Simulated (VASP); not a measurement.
# BaS (Ama2) in VASP: further runs

The runs below take BaS through single point, relaxation of cell and atoms, with PBE.

Everything below comes from runs of VASP 6.6.1. Logs are shortened: lines on timing, memory, paths and dates and some standing lists are left out, and cuts for length are marked.

**1. The cell of the first run**

Symmetry: Ama2, No. 40, orthorhombic system. Conventional cell: a = 6.512 Å, b = 6.501 Å, c = 6.150 Å, α = 90.00°, β = 90.00°, γ = 90.00°. Within 3.3 Å of Ba (site symmetry m) lie 4 S at 2.40 to 3.29 Å. Within 3.3 Å of S (site symmetry m) lie 4 Ba at 2.40 to 3.29 Å.

**2. Single point, PBE**

The input, INCAR:

```
PREC = Accurate
ENCUT = 520
EDIFF = 1E-7
ISMEAR = 0
SIGMA = 0.1
LREAL = F
LASPH = T
NELM = 100
ALGO = Normal
ISIF = 2
LWAVE = F
LCHARG = F
GGA = PE
NBANDS = 24
```

The input, KPOINTS:

```
Automatic mesh
0
Gamma
  4 4 4
```

The input, POSCAR:

```
BaS
1.0
    6.5116014000      0.0000000000      0.0000000000
    0.0000000000      3.2506672900      3.0747817200
    0.0000000000     -3.2506672900      3.0747817200
Ba S
2 2
Direct
    0.7500000000      0.4343993300      0.1205803400
    0.2500000000      0.1205803400      0.4343993300
    0.2500000000      0.4316274800      0.0133928500
    0.7500000000      0.0133928500      0.4316274800
```

Potentials or basis: VASP PAW PBE potentials, release 64 (Ba_sv, S).

Run with:

```
> cat potpaw_PBE.64/Ba_sv/POTCAR potpaw_PBE.64/S/POTCAR > POTCAR
> mpirun -np 1 vasp_std > vasp.out
```

OUTCAR:

```text
PREC = Accurate
   ENCUT = 520
   EDIFF = 1E-7
   ISMEAR = 0
   LREAL = F
   LASPH = T
   NELM = 100
   ISIF = 2
   GGA = PE

 ion  position               nearest neighbor table
   1  0.750  0.434  0.121-   4 2.40   4 2.87   3 3.29   3 3.29   4 3.52   2 3.84   2 3.84   2 4.64
                             2 4.64   2 4.64   2 4.64
   2  0.250  0.121  0.434-   3 2.40   3 2.87   4 3.29   4 3.29   3 3.52   1 3.84   1 3.84   1 4.64
                             1 4.64   1 4.64   1 4.64
   3  0.250  0.432  0.013-   2 2.40   2 2.87   1 3.29   1 3.29   2 3.52
   4  0.750  0.013  0.432-   1 2.40   1 2.87   2 3.29   2 3.29   1 3.52

  LATTYP: Found a base centered orthorhombic cell.
 ALAT       =     6.1495634400
 B/A-ratio  =     1.0572026199
 C/A-ratio  =     1.0588721400

  Lattice vectors:

 A1 = (   0.0000000000,   3.2506672900,   3.0747817200)
 A2 = (   0.0000000000,  -3.2506672900,   3.0747817200)
 A3 = (   6.5116014000,   0.0000000000,   0.0000000000)

Analysis of symmetry for initial positions (statically):
=====================================================================
 Subroutine PRICEL returns:
 Original cell was already a primitive cell.

 Routine SETGRP: Setting up the symmetry group for a
 base centered orthorhombic supercell.

 Subroutine GETGRP returns: Found  4 space group operations
 (whereof  2 operations were pure point group operations)
 out of a pool of  8 trial point group operations.

The static configuration has the point symmetry C_2 .
 The point group associated with its full space group is C_2v.

Analysis of symmetry for dynamics (positions and initial velocities):
=====================================================================
 Subroutine PRICEL returns:
 Original cell was already a primitive cell.

 Routine SETGRP: Setting up the symmetry group for a
 base centered orthorhombic supercell.

 Subroutine GETGRP returns: Found  4 space group operations
 (whereof  2 operations were pure point group operations)
 out of a pool of  8 trial point group operations.

The dynamic configuration has the point symmetry C_2 .
 The point group associated with its full space group is C_2v.

 Subroutine INISYM returns: Found  4 space group operations
 (whereof  2 operations are pure point group operations),
 and found     1 'primitive' translations

----------------------------------------------------------------------------------------

[... 90 lines left out ...]
   ENCUT  =  520.0 eV  38.22 Ry    6.18 a.u.  12.11  8.32  8.32*2*pi/ulx,y,z
   NELM   =    100;   NELMIN=  2; NELMDL= -5     # of ELM steps
   EDIFF  = 0.1E-06   stopping-criterion for ELM
   LREAL  =      F    real-space projection
   EDIFFG = 0.1E-05   stopping-criterion for IOM
   NSW    =      0    number of steps for IOM
   IBRION =     -1    ionic relax: 0-MD 1-quasi-New 2-CG
   NFREE  =      0    steps in history (QN), initial steepest desc. (CG)
   ISIF   =      2    stress and relaxation
   ISYM   =      2    0-nonsym 1-usesym 2-fastsym
   POTIM  = 0.5000    time-step for ionic-motion
   TEBEG  =    0.0;   TEEND  =   0.0 temperature during run
   PSTRESS=    0.0 pullay stress
   NELECT =      32.0000    total number of electrons
   NUPDOWN=      -1.0000    fix difference up-down
   EMIN   =  10.00;   EMAX   =-10.00  energy-range for DOS
   EFERMI =   0.00;   METHOD = LEGACY
   ISMEAR =     0;   SIGMA  =   0.10  broadening in eV -4-tet -1-fermi 0-gaus
   EFERMI_NEDOS =   21; number of points for ismear=-14 and -15
   IALGO  =     38    algorithm
   IMIX   =      4    mixing-type and parameters
     AMIX     =   0.40;   BMIX     =  1.00
     AMIX_MAG =   1.60;   BMIX_MAG =  1.00
  volume/ion in A,a.u.               =      32.54       219.60
  Fermi-wavevector in a.u.,A,eV,Ry     =   1.025549  1.938008 14.309951  1.051752
  Thomas-Fermi vector in A             =   2.159396
   LORBIT       =      0    0 simple, 1 ext, 2 COOP (PROOUT), +10 PAW based schemes
   GGA     = PE    functional components
   LHFCALC =     F    Hartree Fock is set to
   AEXX    =    0.0000 exact exchange contribution
   IVDW    =     0    specifies the selected vdW correction
   LEPSILON=     F    determine dielectric tensor
   LRPA    =     F    only Hartree local field effects (RPA)
 non-spin polarized calculation
 Gauss-broadening in eV      SIGMA  =   0.10
  energy-cutoff  :      520.00
  volume of cell :      130.17
 maximum number of plane-waves:      3528
   NGX = 25   NGY = 17   NGZ = 17

 number of electron      31.9999999 magnetization

 Free energy of the ion-electron system (eV)
  ---------------------------------------------------
  ext. energy  EPLUGINS =         0.00000000
  ---------------------------------------------------
  free energy    TOTEN  =       -16.57199042 eV

  energy without entropy =      -16.57199042  energy(sigma->0) =      -16.57199042

 E-fermi :   2.0888     XC(G=0):  -8.4397

 val. band max:        1.6206144414   @ k =   0.0000   0.5000   0.5000
 cond. band min:       3.8261867610   @ k =   0.0000   0.5000   0.5000
 fundamental gap:      2.2055723196
 Fermi energy:         2.0887617070

 k-point     1 :       0.0000    0.0000    0.0000
  band No.  band energies     occupation
      1     -24.5062      2.00000
      2     -24.3748      2.00000
      3     -11.1188      2.00000
      4     -11.0756      2.00000
      5     -10.3185      2.00000
      6      -9.6985      2.00000
[... 556 lines left out ...]
     23       8.2194      0.00000
     24       8.2194      0.00000

------------------------ aborting loop because EDIFF is reached ----------------------------------------

  FORCE on cell =-STRESS in cart. coord.  units (eV):
  Direction    XX          YY          ZZ          XY          YZ          ZX
  --------------------------------------------------------------------------------------
  -------------------------------------------------------------------------------------
  Total        1.6484353     30.7579662      5.4036951      0.0000000      0.0000000      0.0000000
  in kB       20.2898049    378.5851562     66.5115089      0.0000000      0.0000000      0.0000000
  external PRESSURE =     155.1288234 kB  Pullay stress =       0.0000000 kB

 VOLUME and BASIS-vectors are now :
 -----------------------------------------------------------------------------
  energy-cutoff  :      520.00
  volume of cell :      130.17
      direct lattice vectors                 reciprocal lattice vectors
     6.511601400  0.000000000  0.000000000     0.153572054  0.000000000  0.000000000
     0.000000000  3.250667290  3.074781720     0.000000000  0.153814573  0.162613169
     0.000000000 -3.250667290  3.074781720     0.000000000 -0.153814573  0.162613169

 POSITION                                       TOTAL-FORCE (eV/Angst)
 -----------------------------------------------------------------------------------
      4.88370      1.02012      1.70644         0.000000      6.697172     -0.332384
      1.62790     -1.02012      1.70644        -0.000000     -6.697172     -0.332384
      1.62790      1.35954      1.36834        -0.000000      5.975213      0.332384
      4.88370     -1.35954      1.36834        -0.000000     -5.975213      0.332384
 -----------------------------------------------------------------------------------
    total drift:                                0.000000     -0.000000     -0.000069

  FREE ENERGIE OF THE ION-ELECTRON SYSTEM (eV)
  ---------------------------------------------------
  free  energy   TOTEN  =       -16.5719904151 eV

  energy  without entropy=      -16.5719904151  energy(sigma->0) =      -16.57199042
```

stdout:

```text
POSCAR found type information on POSCAR BaS
 POSCAR found :  2 types and       4 ions
 scaLAPACK will be used
 LDA part: xc-table for (Slater+PW92), standard interpolation
 POSCAR, INCAR and KPOINTS ok, starting setup
 FFT: planning ... GRIDC
 FFT: planning ... GRID_SOFT
 FFT: planning ... GRID
 WAVECAR not read
 entering main loop
```

Run time: 84 s. Hardware: 1 thread of Intel Xeon Platinum 8488C (Sapphire Rapids), shared host; peak memory 0.26 GiB.

Results:

- Free energy: -16.5720 eV
- Pressure: 15.5 GPa
- Largest force: 6.705 eV/Å
- Band gap on the k mesh: 2.21 eV

Forces on the atoms (eV/Å):
```
Ba   0.000  6.697 -0.332
Ba   0.000 -6.697 -0.332
S    0.000  5.975  0.332
S    0.000 -5.975  0.332
```

Caveat: the cell stands under pressure; spin-orbit coupling is left out, which moves the levels of the heavy elements; forces of over 1 eV/Å act on the atoms, so gaps and moduli don't describe the material at rest. A k mesh can miss the band edges.

**3. Relaxation of cell and atoms, PBE**

The input, INCAR:

```
SYSTEM = BaS
PREC     = Accurate       ! precision mode
ENCUT    = 600            ! plane-wave cutoff, eV
EDIFF    = 1E-7           ! SCF threshold, eV
ISMEAR   = 0              ! smearing method
SIGMA    = 0.1            ! smearing width, eV
LREAL    = .False.        ! projectors in reciprocal space
LASPH    = .True.         ! aspherical terms in the spheres
NELM     = 100            ! most SCF steps
ALGO     = Normal         ! electronic algorithm
ISIF     = 3              ! what is computed and relaxed
LWAVE    = .False.        ! write WAVECAR
LCHARG   = .False.        ! write CHGCAR
GGA      = PE             ! functional
IBRION   = 2              ! ionic algorithm
NSW      = 90             ! ionic steps
EDIFFG   = -0.04          ! ionic threshold
```

The input, KPOINTS:

```
Automatic mesh
0
Gamma
  4 4 4
  0 0 0
```

POSCAR is that of step 2.

Potentials or basis: VASP PAW PBE potentials, release 64 (Ba_sv, S).

Run with:

```
> cat potpaw_PBE.64/Ba_sv/POTCAR potpaw_PBE.64/S/POTCAR > POTCAR
> mpirun -np 1 vasp_std > vasp.out
```

OUTCAR:

```text
SYSTEM = BaS
   PREC = Accurate
   ENCUT = 600
   EDIFF = 1E-7
   ISMEAR = 0
   LREAL = .False.
   LASPH = .True.
   NELM = 100
   ISIF = 3
   GGA = PE
   IBRION = 2
   NSW = 90
   EDIFFG = -0.04

 ion  position               nearest neighbor table
   1  0.750  0.434  0.121-   4 2.40   4 2.87   3 3.29   3 3.29   4 3.52   2 3.84   2 3.84   2 4.64
                             2 4.64   2 4.64   2 4.64
   2  0.250  0.121  0.434-   3 2.40   3 2.87   4 3.29   4 3.29   3 3.52   1 3.84   1 3.84   1 4.64
                             1 4.64   1 4.64   1 4.64
   3  0.250  0.432  0.013-   2 2.40   2 2.87   1 3.29   1 3.29   2 3.52
   4  0.750  0.013  0.432-   1 2.40   1 2.87   2 3.29   2 3.29   1 3.52

  LATTYP: Found a base centered orthorhombic cell.
 ALAT       =     6.1495634400
 B/A-ratio  =     1.0572026199
 C/A-ratio  =     1.0588721400

  Lattice vectors:

 A1 = (   0.0000000000,   3.2506672900,   3.0747817200)
 A2 = (   0.0000000000,  -3.2506672900,   3.0747817200)
 A3 = (   6.5116014000,   0.0000000000,   0.0000000000)

Analysis of symmetry for initial positions (statically):
=====================================================================
 Subroutine PRICEL returns:
 Original cell was already a primitive cell.

 Routine SETGRP: Setting up the symmetry group for a
 base centered orthorhombic supercell.

 Subroutine GETGRP returns: Found  4 space group operations
 (whereof  2 operations were pure point group operations)
 out of a pool of  8 trial point group operations.

The static configuration has the point symmetry C_2 .
 The point group associated with its full space group is C_2v.

Analysis of symmetry for dynamics (positions and initial velocities):
=====================================================================
 Subroutine PRICEL returns:
 Original cell was already a primitive cell.

 Routine SETGRP: Setting up the symmetry group for a
 base centered orthorhombic supercell.
[... 127 lines left out ...]
  volume/ion in A,a.u.               =      32.54       219.60
  Fermi-wavevector in a.u.,A,eV,Ry     =   1.025549  1.938008 14.309951  1.051752
  Thomas-Fermi vector in A             =   2.159396
   LORBIT       =      0    0 simple, 1 ext, 2 COOP (PROOUT), +10 PAW based schemes
   GGA     = PE    functional components
   LHFCALC =     F    Hartree Fock is set to
   AEXX    =    0.0000 exact exchange contribution
   IVDW    =     0    specifies the selected vdW correction
   LEPSILON=     F    determine dielectric tensor
   LRPA    =     F    only Hartree local field effects (RPA)
 conjugate gradient relaxation of ions
 non-spin polarized calculation
 Gauss-broadening in eV      SIGMA  =   0.10
  energy-cutoff  :      600.00
  volume of cell :      130.17
 maximum number of plane-waves:      4374
 NGX is ok and might be reduce to    54
   NGX = 27   NGY = 17   NGZ = 17

--------------------------------------- Ionic step        1  -------------------------------------------

 number of electron      32.0000000 magnetization

 Free energy of the ion-electron system (eV)
  ---------------------------------------------------
  ext. energy  EPLUGINS =         0.00000000
  ---------------------------------------------------
  free energy    TOTEN  =       -16.57289826 eV

  energy without entropy =      -16.57289826  energy(sigma->0) =      -16.57289826

------------------------ aborting loop because EDIFF is reached ----------------------------------------

  FORCE on cell =-STRESS in cart. coord.  units (eV):
  Direction    XX          YY          ZZ          XY          YZ          ZX
  --------------------------------------------------------------------------------------
  -------------------------------------------------------------------------------------
  Total        1.6582090     30.7683068      5.4140346      0.0000000      0.0000000      0.0000000
  in kB       20.4101043    378.7124345     66.6387729      0.0000000      0.0000000      0.0000000
  external PRESSURE =     155.2537705 kB  Pullay stress =       0.0000000 kB
[... 95 lines left out ...]
  FREE ENERGIE OF THE ION-ELECTRON SYSTEM (eV)
  ---------------------------------------------------
  free  energy   TOTEN  =       -18.8873620130 eV

  energy  without entropy=      -18.8873620130  energy(sigma->0) =      -18.88736201

[... ionic steps 4 to 22 ...]

--------------------------------------- Ionic step       23  -------------------------------------------

 number of electron      31.9999994 magnetization

------------------------ aborting loop because EDIFF is reached ----------------------------------------
[... 71 lines left out ...]
--------------------------------------- Ionic step       25  -------------------------------------------

 number of electron      31.9999994 magnetization

 Free energy of the ion-electron system (eV)
  ---------------------------------------------------
  ext. energy  EPLUGINS =         0.00000000
  ---------------------------------------------------
  free energy    TOTEN  =       -20.38405131 eV

  energy without entropy =      -20.38405131  energy(sigma->0) =      -20.38405131

 E-fermi :   1.7738     XC(G=0):  -8.4870

 val. band max:        1.2865486254   @ k =   0.0000   0.0000   0.0000
 cond. band min:       3.4446351925   @ k =   0.0000   0.5000   0.5000
 fundamental gap:      2.1580865671
 Fermi energy:         1.7737920105

 k-point     1 :       0.0000    0.0000    0.0000
  band No.  band energies     occupation
      1     -24.8990      2.00000
      2     -24.8501      2.00000
      3     -10.3853      2.00000
      4     -10.1280      2.00000
      5     -10.1279      2.00000
      6      -9.9590      2.00000
[... 503 lines left out ...]
  FREE ENERGIE OF THE ION-ELECTRON SYSTEM (eV)
  ---------------------------------------------------
  free  energy   TOTEN  =       -20.3840513129 eV

  energy  without entropy=      -20.3840513129  energy(sigma->0) =      -20.38405131

 reached required accuracy - stopping structural energy minimisation
```

Wall time 18 min (1 thread of Intel Xeon Platinum 8488C (Sapphire Rapids), shared host); peak memory 0.29 GiB.

Results:

```yaml
Free_energy: -20.3841 eV
Relaxed_volume: 33.68 Å³/atom
Relaxed_cell: a = 6.457 Å, b = 4.568 Å, c = 4.568 Å, α = 90.00°, β = 90.00°, γ = 90.00°
Space_group_after_relaxing_to_0.1_Å: Fm-3m (No. 225)
Energy_gained_by_relaxing: 952.8 meV/atom
Ionic_steps: 25
Pressure_after_relaxing: 0.0 GPa
Largest_force_after_relaxing: 0.037 eV/Å
Band_gap_on_the_k_mesh: 2.16 eV
```

Forces on the atoms (eV/Å):
```
Ba   0.000  0.022  0.025
Ba   0.000 -0.022  0.025
S    0.000  0.027 -0.025
S    0.000 -0.027 -0.025
```

The path:
| step | energy change (eV) | largest force (eV/Å) | pressure (GPa) | volume (Å³) |
| --- | --- | --- | --- | --- |
| 1 | 0.0000 | 6.7055 | 15.53 | 130.17 |
| 2 | -2.1549 | 0.6488 | -3.60 | 193.93 |
| 3 | -2.3145 | 0.7316 | -3.46 | 187.47 |
| 4 | -2.4693 | 0.8068 | -3.28 | 181.52 |
| 5 | -3.0336 | 0.9717 | -0.77 | 155.12 |
| 6 | -3.0161 | 1.1376 | 0.51 | 149.76 |
| 7 | -3.0388 | 1.0108 | -0.42 | 153.42 |
| 8 | -3.0386 | 1.0236 | -0.31 | 152.94 |
| 9 | -3.2125 | 0.6704 | -0.86 | 152.19 |
| 10 | -3.2597 | 0.5597 | -0.90 | 151.44 |
| 11 | -3.3556 | 0.5412 | -0.17 | 146.46 |
| 12 | -3.4312 | 0.4349 | 2.02 | 136.63 |
| 13 | -3.4695 | 0.3962 | 1.73 | 136.69 |
| 14 | -3.4929 | 0.4431 | 1.44 | 136.75 |
| 15 | -3.5583 | 0.4346 | 0.25 | 139.54 |
| 16 | -3.5949 | 0.4142 | -1.11 | 143.34 |
| 17 | -3.5959 | 0.4099 | -1.31 | 143.97 |
| 18 | -3.6396 | 0.4383 | -1.06 | 141.99 |
| 19 | -3.7125 | 0.5104 | 0.16 | 135.97 |
| 20 | -3.7611 | 0.3535 | 0.29 | 134.61 |
| 21 | -3.7953 | 0.0284 | 0.99 | 131.73 |
| 22 | -3.7970 | 0.0699 | 0.80 | 132.30 |
| 23 | -3.8098 | 0.0427 | -0.28 | 135.61 |
| 24 | -3.8100 | 0.0449 | -0.17 | 135.24 |
| 25 | -3.8112 | 0.0371 | -0.03 | 134.74 |

Final structure:
```
Ba S
1.0
     6.45713    0.00000    0.00000
     0.00000    3.22991    3.23018
     0.00000   -3.22991    3.23018
Ba S
2 2
Direct
  0.75000 0.49845 0.99933
  0.25000 0.99933 0.49845
  0.25000 0.49948 0.00274
  0.75000 0.00274 0.49948
```

Caveat: spin-orbit coupling is left out, which moves the levels of the heavy elements. A k mesh can miss the band edges.
